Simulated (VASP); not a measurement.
# BN (NiAs type) (P6_3/mmc) in VASP: notebook

BN (NiAs type) is run at these levels: PBE; tasks: single point, relaxation of cell and atoms.

Program: VASP 6.6.1. These are calculated values, not measurements. Logs are shortened: lines on timing, memory, paths and dates and some standing lists are left out, and cuts for length are marked.

## Step 1: The cell of the first run

It takes space group P6_3/mmc (No. 194, hexagonal). Conventional cell: a = 2.500 Å, b = 2.500 Å, c = 4.022 Å, α = 90.00°, β = 90.00°, γ = 120.00°. Within 2.3 Å of B (site symmetry -3m) lie 6 N at 1.76 Å and 2 B at 2.01 Å. Within 2.3 Å of N (site symmetry -6m2) lie 6 B at 1.76 Å.

## Step 2: Single point, PBE

INCAR

```
ALGO     = Normal         # electronic algorithm
EDIFF    = 1E-6           # SCF threshold, eV
ENCUT    = 520            # plane-wave cutoff, eV
GGA      = PE             # functional
ISIF     = 2              # what is computed and relaxed
ISMEAR   = -1             # smearing method
LASPH    = T              # aspherical terms in the spheres
LCHARG   = F              # write CHGCAR
LREAL    = F              # projectors in reciprocal space
LWAVE    = F              # write WAVECAR
NBANDS   = 16             # bands
NELM     = 80             # most SCF steps
PREC     = Accurate       # precision mode
SIGMA    = 0.05           # smearing width, eV
```

KPOINTS

```
k-points
0
Gamma
  12 12 7
```

POSCAR

```
BN
1.0
    2.5001110891      0.0000000000      0.0000000000
   -1.2500555446      2.1651597155      0.0000000000
    0.0000000000      0.0000000000      4.0222788170
B N
2 2
Direct
    0.0000000000      0.0000000000      0.0000000000
    0.0000000000      0.0000000000      0.5000000000
    0.3333333333      0.6666666667      0.2500000000
    0.6666666667      0.3333333333      0.7500000000
```

Potentials or basis: VASP PAW PBE potentials, release 64 (B, N).

Command:

```sh
$ cat potpaw_PBE.64/B/POTCAR potpaw_PBE.64/N/POTCAR > POTCAR
$ mpirun -np 1 vasp_std > vasp.out
```

OUTCAR:

```text
EDIFF = 1E-6
   ENCUT = 520
   GGA = PE
   ISIF = 2
   ISMEAR = -1
   LASPH = T
   LREAL = F
   NELM = 80
   PREC = Accurate

 ion  position               nearest neighbor table
   1  0.000  0.000  0.000-   3 1.76   4 1.76   4 1.76   3 1.76   4 1.76   3 1.76   2 2.01   2 2.01

   2  0.000  0.000  0.500-   3 1.76   4 1.76   4 1.76   3 1.76   4 1.76   3 1.76   1 2.01   1 2.01

   3  0.333  0.667  0.250-   1 1.76   2 1.76   1 1.76   2 1.76   1 1.76   2 1.76
   4  0.667  0.333  0.750-   1 1.76   2 1.76   1 1.76   2 1.76   1 1.76   2 1.76

  LATTYP: Found a hexagonal cell.
 ALAT       =     2.5001110891
 C/A-ratio  =     1.6088400370

  Lattice vectors:

 A1 = (   2.5001110891,   0.0000000000,   0.0000000000)
 A2 = (  -1.2500555446,   2.1651597155,   0.0000000000)
 A3 = (   0.0000000000,   0.0000000000,   4.0222788170)

Analysis of symmetry for initial positions (statically):
=====================================================================
 Subroutine PRICEL returns:
 Original cell was already a primitive cell.

 Routine SETGRP: Setting up the symmetry group for a
 hexagonal supercell.

 Subroutine GETGRP returns: Found 24 space group operations
 (whereof 12 operations were pure point group operations)
 out of a pool of 24 trial point group operations.

The static configuration has the point symmetry D_3d.
 The point group associated with its full space group is D_6h.

Analysis of symmetry for dynamics (positions and initial velocities):
=====================================================================
 Subroutine PRICEL returns:
 Original cell was already a primitive cell.

 Routine SETGRP: Setting up the symmetry group for a
 hexagonal supercell.

 Subroutine GETGRP returns: Found 24 space group operations
 (whereof 12 operations were pure point group operations)
 out of a pool of 24 trial point group operations.

The dynamic configuration has the point symmetry D_3d.
 The point group associated with its full space group is D_6h.

 Subroutine INISYM returns: Found 24 space group operations
 (whereof 12 operations are pure point group operations),
 and found     1 'primitive' translations

----------------------------------------------------------------------------------------

                                     Primitive cell

  volume of cell :      21.7732

  direct lattice vectors                    reciprocal lattice vectors
     2.500111089  0.000000000  0.000000000     0.399982227  0.230929846  0.000000000
    -1.250055545  2.165159716  0.000000000     0.000000000  0.461859692  0.000000000
     0.000000000  0.000000000  4.022278817     0.000000000  0.000000000  0.248615286

  length of vectors
     2.500111089  2.500111089  4.022278817     0.461859692  0.461859692  0.248615286

  position of ions in fractional coordinates (direct lattice)
     0.000000000  0.000000000  0.000000000
     0.000000000  0.000000000  0.500000000
     0.333333333  0.666666667  0.250000000
     0.666666667  0.333333333  0.750000000

  ion indices of the primitive-cell ions
   primitive index   ion index
                 1           1
                 2           2
                 3           3
                 4           4

----------------------------------------------------------------------------------------

 KPOINTS: k-points

Automatic generation of k-mesh.
 Grid dimensions read from file:
 generate k-points for:   12   12    7

 Generating k-lattice:

  Cartesian coordinates                     Fractional coordinates (reciprocal lattice)
     0.033331852  0.019244154  0.000000000     0.083333333  0.000000000  0.000000000
     0.000000000  0.038488308  0.000000000     0.000000000  0.083333333  0.000000000
     0.000000000  0.000000000  0.035516469     0.000000000  0.000000000  0.142857143

  Length of vectors
     0.038488308  0.038488308  0.035516469

  Shift w.r.t. Gamma in fractional coordinates (k-lattice)
     0.000000000  0.000000000  0.000000000

 Subroutine IBZKPT returns following result:
 ===========================================

 Found     76 irreducible k-points:

 Following reciprocal coordinates:
            Coordinates               Weight
  0.000000  0.000000  0.000000      1.000000
  0.083333 -0.000000  0.000000      6.000000
  0.166667  0.000000  0.000000      6.000000
  0.250000 -0.000000  0.000000      6.000000
  0.333333  0.000000  0.000000      6.000000
  0.416667 -0.000000  0.000000      6.000000
[... 16 lines left out ...]
  0.250000 -0.000000  0.142857     12.000000
  0.333333  0.000000  0.142857     12.000000
 [... further k-points ...]
   k-points           NKPTS =     76   k-points in BZ     NKDIM =     76   number of bands    NBANDS=     16
   number of dos      NEDOS =    301   number of ions     NIONS =      4
   total plane-waves  NPLWV =  12000
   dimension x,y,z NGX =    20 NGY =   20 NGZ =   30
   dimension x,y,z NGXF=    40 NGYF=   40 NGZF=   60
   ions per type =               2   2
   NGX,Y,Z   is equivalent  to a cutoff of  13.30, 13.30, 12.40 a.u.
   NGXF,Y,Z  is equivalent  to a cutoff of  26.60, 26.60, 24.80 a.u.
 SYSTEM =  unknown system
   PREC   = accura    normal or accurate (medium, high low for compatibility)
   ISTART =      0    job   : 0-new  1-cont  2-samecut
   ICHARG =      2    charge: 1-file 2-atom 10-const
   ISPIN  =      1    spin polarized calculation?
   LNONCOLLINEAR =      F non collinear calculations
   LSORBIT =      F    spin-orbit coupling
   LASPH  =      T    aspherical Exc in radial PAW
   ENCUT  =  520.0 eV  38.22 Ry    6.18 a.u.   4.65  4.65  7.48*2*pi/ulx,y,z
   NELM   =     80;   NELMIN=  2; NELMDL= -5     # of ELM steps
   EDIFF  = 0.1E-05   stopping-criterion for ELM
   LREAL  =      F    real-space projection
   EDIFFG = 0.1E-04   stopping-criterion for IOM
   NSW    =      0    number of steps for IOM
   IBRION =     -1    ionic relax: 0-MD 1-quasi-New 2-CG
   NFREE  =      0    steps in history (QN), initial steepest desc. (CG)
   ISIF   =      2    stress and relaxation
   ISYM   =      2    0-nonsym 1-usesym 2-fastsym
   POTIM  = 0.5000    time-step for ionic-motion
   TEBEG  =    0.0;   TEEND  =   0.0 temperature during run
   PSTRESS=    0.0 pullay stress
   NELECT =      16.0000    total number of electrons
   NUPDOWN=      -1.0000    fix difference up-down
   EMIN   =  10.00;   EMAX   =-10.00  energy-range for DOS
   EFERMI =   0.00;   METHOD = LEGACY
   ISMEAR =    -1;   SIGMA  =   0.05  broadening in eV -4-tet -1-fermi 0-gaus
   EFERMI_NEDOS =   21; number of points for ismear=-14 and -15
   IALGO  =     38    algorithm
   IMIX   =      4    mixing-type and parameters
     AMIX     =   0.40;   BMIX     =  1.00
     AMIX_MAG =   1.60;   BMIX_MAG =  1.00
  volume/ion in A,a.u.               =       5.44        36.73
  Fermi-wavevector in a.u.,A,eV,Ry     =   1.477319  2.791729 29.694336  2.182472
  Thomas-Fermi vector in A             =   2.591738
   LORBIT       =      0    0 simple, 1 ext, 2 COOP (PROOUT), +10 PAW based schemes
   GGA     = PE    functional components
   LHFCALC =     F    Hartree Fock is set to
   AEXX    =    0.0000 exact exchange contribution
   IVDW    =     0    specifies the selected vdW correction
   LEPSILON=     F    determine dielectric tensor
   LRPA    =     F    only Hartree local field effects (RPA)
 non-spin polarized calculation
  energy-cutoff  :      520.00
  volume of cell :       21.77
 maximum number of plane-waves:       597
 NGX is ok and might be reduce to    20
   NGX =  9   NGY =  9   NGZ = 15

 number of electron      15.9999998 magnetization

 Free energy of the ion-electron system (eV)
  ---------------------------------------------------
  ext. energy  EPLUGINS =         0.00000000
  ---------------------------------------------------
  free energy    TOTEN  =       -27.84701967 eV

  energy without entropy =      -27.84701966  energy(sigma->0) =      -27.84701967

 E-fermi :  10.7493     XC(G=0): -13.6010

 val. band max:        9.9731554130   @ k =   0.1667   0.0000   0.0000
 cond. band min:      11.4617458288   @ k =   0.3333   0.3333   0.0000
 fundamental gap:      1.4885904157
 Fermi energy:        10.7493483547

 k-point     1 :       0.0000    0.0000    0.0000
  band No.  band energies     occupation
      1     -12.1784      2.00000
      2      -7.1211      2.00000
      3      -2.1361      2.00000
      4       8.5412      2.00000
      5       8.5412      2.00000
      6       9.3152      2.00000
[... 8 lines left out ...]
     15      24.5574      0.00000
     16      24.8464      0.00000

 k-point     2 :       0.0833   -0.0000    0.0000
  band No.  band energies     occupation
      1     -12.0087      2.00000
      2      -6.9641      2.00000
      3      -1.9858      2.00000
      4       7.2416      2.00000
      5       7.8075      2.00000
      6       8.9902      2.00000
[... 8 lines left out ...]
     15      24.1019      0.00000
     16      24.8763      0.00000

 k-point     3 :       0.1667    0.0000    0.0000
  band No.  band energies     occupation
      1     -11.5023      2.00000
      2      -6.5054      2.00000
      3      -1.5389      2.00000
      4       4.8568      2.00000
      5       6.7309      2.00000
      6       7.6460      2.00000
[... 8 lines left out ...]
     15      23.2395      0.00000
     16      24.8010      0.00000

 k-point     4 :       0.2500   -0.0000    0.0000
  band No.  band energies     occupation
      1     -10.6699      2.00000
      2      -5.7983      2.00000
      3      -0.8118      2.00000
      4       2.3316      2.00000
      5       5.7474      2.00000
      6       5.7612      2.00000
[... 8 lines left out ...]
     15      22.3308      0.00000
     16      24.7722      0.00000

 k-point     5 :       0.3333    0.0000    0.0000
  band No.  band energies     occupation
      1      -9.5392      2.00000
      2      -5.0372      2.00000
      3       0.1488      2.00000
      4       0.1571      2.00000
      5       3.7067      2.00000
      6       4.9855      2.00000
[... 8 lines left out ...]
     15      22.8199      0.00000
     16      25.3031      0.00000

 k-point     6 :       0.4167   -0.0000    0.0000
  band No.  band energies     occupation
      1      -8.1984      2.00000
      2      -4.9253      2.00000
      3      -0.8066      2.00000
      4       1.1904      2.00000
      5       1.7171      2.00000
      6       4.5088      2.00000
[... 8 lines left out ...]
     15      23.8177      0.00000
     16      25.4671      0.00000
[... 267 lines left out ...]
 k-point    21 :       0.0833   -0.0000    0.1429
  band No.  band energies     occupation
      1     -11.8667      2.00000
      2      -7.5453      2.00000
      3      -1.1695      2.00000
      4       7.3286      2.00000
      5       7.8980      2.00000
      6       8.8517      2.00000
[... 8 lines left out ...]
     15      23.1422      0.00000
     16      24.6566      0.00000

 k-point    22 :       0.1667    0.0000    0.1429
  band No.  band energies     occupation
      1     -11.3608      2.00000
      2      -7.0756      2.00000
      3      -0.7491      2.00000
      4       4.9749      2.00000
      5       6.8509      2.00000
      6       7.4081      2.00000
[... 8 lines left out ...]
     15      22.3806      0.00000
     16      24.6901      0.00000

 k-point    23 :       0.2500   -0.0000    0.1429
  band No.  band energies     occupation
      1     -10.5297      2.00000
      2      -6.3366      2.00000
      3      -0.1238      2.00000
      4       2.5125      2.00000
      5       5.4258      2.00000
      6       5.8833      2.00000
[... 8 lines left out ...]
     15      21.5883      0.00000
     16      24.8154      0.00000

 k-point    24 :       0.3333    0.0000    0.1429
  band No.  band energies     occupation
      1      -9.4017      2.00000
      2      -5.4729      2.00000
      3      -0.2351      2.00000
      4       1.2414      2.00000
      5       3.3536      2.00000
      6       5.1302      2.00000
[... 8 lines left out ...]
     15      22.5990      0.00000
     16      25.0215      0.00000

 [... further k-points ...]
[... 5 lines left out ...]
  --------------------------------------------------------------------------------------
  -------------------------------------------------------------------------------------
  Total       -0.0213505     -0.0213505     -0.0498325      0.0000000      0.0000000      0.0000000
  in kB       -1.5710785     -1.5710785     -3.6669221      0.0000000      0.0000000      0.0000000
  external PRESSURE =      -2.2696930 kB  Pullay stress =       0.0000000 kB

 VOLUME and BASIS-vectors are now :
 -----------------------------------------------------------------------------
  energy-cutoff  :      520.00
  volume of cell :       21.77
      direct lattice vectors                 reciprocal lattice vectors
     2.500111089  0.000000000  0.000000000     0.399982227  0.230929846  0.000000000
    -1.250055545  2.165159716  0.000000000     0.000000000  0.461859692  0.000000000
     0.000000000  0.000000000  4.022278817     0.000000000  0.000000000  0.248615286

 POSITION                                       TOTAL-FORCE (eV/Angst)
 -----------------------------------------------------------------------------------
      0.00000      0.00000      0.00000        -0.000000      0.000000      0.000000
      0.00000      0.00000      2.01114        -0.000000      0.000000      0.000000
     -0.00000      1.44344      1.00557         0.000000     -0.000000      0.000000
      1.25006      0.72172      3.01671        -0.000000      0.000000     -0.000000
 -----------------------------------------------------------------------------------
    total drift:                                0.000000     -0.000000      0.000000

  FREE ENERGIE OF THE ION-ELECTRON SYSTEM (eV)
  ---------------------------------------------------
  free  energy   TOTEN  =       -27.8470196681 eV

  energy  without entropy=      -27.8470196639  energy(sigma->0) =      -27.84701967
```

Run time: 39 s. Hardware: 1 thread of Intel Xeon 8259CL, shared host; peak memory 0.14 GiB.

What came out:

```yaml
Free_energy: -27.8470 eV
Pressure: -0.2 GPa
Band_gap_on_the_k_mesh: 1.49 eV, indirect (least direct gap 5.22 eV)
```

Stress tensor (GPa, compression positive):
```
-0.16  0.00  0.00
 0.00 -0.16  0.00
 0.00  0.00 -0.37
```

Levels at points of the mesh, in eV from the valence-band top:
```tsv
k point	band 4	band 5	band 6	band 7	band 8	band 9	band 10	band 11	band 12	band 13
(0.00, 0.00, 0.00)	-1.43	-1.43	-0.66	-0.66	-0.22	5.73	7.93	8.27	8.27	8.60
(0.50, 0.00, 0.00)	-9.89	-8.21	-5.63	-4.32	-0.58	5.35	5.45	6.00	6.29	10.38
```

A k mesh can miss the band edges. Expect the measured gap to be larger: semilocal functionals such as PBE lack the derivative discontinuity.

## Step 3: Single point, PBE

INCAR

```
SYSTEM = BN
PREC = Accurate
ENCUT = 520
EDIFF = 1E-7
ISMEAR = -1
SIGMA = 0.05
LREAL = .False.
LASPH = .True.
NELM = 100
ALGO = Normal
ISIF = 2
LWAVE = .False.
LCHARG = .True.
GGA = PE
LELF = .True.
LVHAR = .True.
NBANDS = 16
```

KPOINTS

```
Automatic mesh
0
Gamma
  12 12 7
  0 0 0
```

POSCAR is that of step 2.

Potentials or basis: VASP PAW PBE potentials, release 64 (B, N).

Command:

```sh
$ cat potpaw_PBE.64/B/POTCAR potpaw_PBE.64/N/POTCAR > POTCAR
$ mpirun -np 1 vasp_std > vasp.out
```

It took 47 s on 1 thread of Intel Xeon 8259CL, shared host; peak memory 0.14 GiB.

Results (log left out):

```
Free energy            : -27.8470 eV
Pressure               : -0.2 GPa
Band gap on the k mesh : 1.49 eV, indirect (least direct gap 5.22 eV)
```

Stress tensor (GPa, compression positive):
```
-0.15  0.00  0.00
 0.00 -0.15  0.00
 0.00  0.00 -0.35
```

Levels at points of the mesh, in eV from the valence-band top:
```
           k point  band 4  band 5  band 6  band 7  band 8  band 9  band 10  band 11  band 12  band 13
(0.00, 0.00, 0.00)   -1.43   -1.43   -0.66   -0.66   -0.22    5.73     7.93     8.27     8.27     8.60
(0.50, 0.00, 0.00)   -9.89   -8.21   -5.63   -4.32   -0.58    5.35     5.45     6.00     6.29    10.38
```

A k mesh can miss the band edges.

## Step 4: Relaxation of cell and atoms, PBE, target pressure 0.002 GPa, at which the enthalpy is minimised

This run uses another cell than the first one, of 5.38 Å³/atom, 0.988 times its volume.

INCAR

```
ALGO     = Normal         # electronic algorithm
EDIFF    = 1E-6           # SCF threshold, eV
EDIFFG   = -0.005         # ionic threshold
ENCUT    = 600            # plane-wave cutoff, eV
GGA      = PE             # functional
IBRION   = 2              # ionic algorithm
ISIF     = 3              # what is computed and relaxed
ISMEAR   = -1             # smearing method
LASPH    = T              # aspherical terms in the spheres
LCHARG   = F              # write CHGCAR
LREAL    = F              # projectors in reciprocal space
LWAVE    = F              # write WAVECAR
NELM     = 80             # most SCF steps
NSW      = 60             # ionic steps
PREC     = Accurate       # precision mode
PSTRESS  = 0.02         
SIGMA    = 0.05           # smearing width, eV
```

KPOINTS

```
k-points
0
Gamma
  12 12 7
```

POSCAR

```
BN
1.0
    2.5207790246      0.0000000000      0.0000000000
   -1.2603895123      2.1830586726      0.0000000000
    0.0000000000      0.0000000000      3.9072074882
B N
2 2
Direct
    0.0000000000      0.0000000000      0.0000000000
    0.0000000000      0.0000000000      0.5000000000
    0.3333333333      0.6666666667      0.2500000000
    0.6666666667      0.3333333333      0.7500000000
```

Command:

```sh
$ cat potpaw_PBE.64/B/POTCAR potpaw_PBE.64/N/POTCAR > POTCAR
$ mpirun -np 1 vasp_std > vasp.out
```

Run time: 38 s. Hardware: 1 thread of Intel Xeon 6975P-C (Granite Rapids), shared host; peak memory 0.14 GiB.

Results (log left out):

```
Free energy                                            : -27.8526 eV
Relaxed volume                                         : 5.44 Å³/atom
Relaxed cell                                           : a = 2.499 Å, b = 2.499 Å, c = 4.020 Å, α = 90.00°, β = 90.00°, γ = 120.00°
Space group after relaxing (to 0.05 Å)                 : P6_3/mmc (No. 194)
Energy change on relaxing (the enthalpy is what falls) : -17.1 meV/atom
Ionic steps                                            : 8
Pressure after relaxing                                : 0.0 GPa
Band gap on the k mesh                                 : 1.50 eV, indirect (least direct gap 5.23 eV)
```

Step by step:
```tsv
step	energy change (eV)	largest force (eV/Å)	pressure (GPa)	volume (Å³)
1	0.0000	0.0000	5.65	21.50
2	-0.0358	0.0000	-5.75	22.07
3	-0.0679	0.0000	-1.57	21.84
4	-0.0679	0.0000	-1.46	21.84
5	-0.0682	0.0000	1.02	21.69
6	-0.0684	0.0000	0.09	21.74
7	-0.0684	0.0000	-0.04	21.75
8	-0.0684	0.0000	-0.01	21.75
```

Final structure:
```
B N
1.0
     2.49928    0.00000    0.00000
    -1.24964    2.16444    0.00000
     0.00000    0.00000    4.02038
B N
2 2
Direct
  0.00000 0.00000 0.00000
  0.00000 0.00000 0.50000
  0.33333 0.66667 0.25000
  0.66667 0.33333 0.75000
```

Levels at points of the mesh, in eV from the valence-band top:
```
           k point  band 6  band 7  band 8  band 9  band 10  band 11
(0.00, 0.00, 0.00)   -0.66   -0.66   -0.22    5.73     7.95     8.27
(0.50, 0.00, 0.00)   -5.63   -4.33   -0.58    5.35     5.46     6.00
```

Caveat: the cell is relaxed towards a set pressure, so the enthalpy falls and the energy may rise. A hybrid or GW would open this gap; PBE tends to underestimate it.
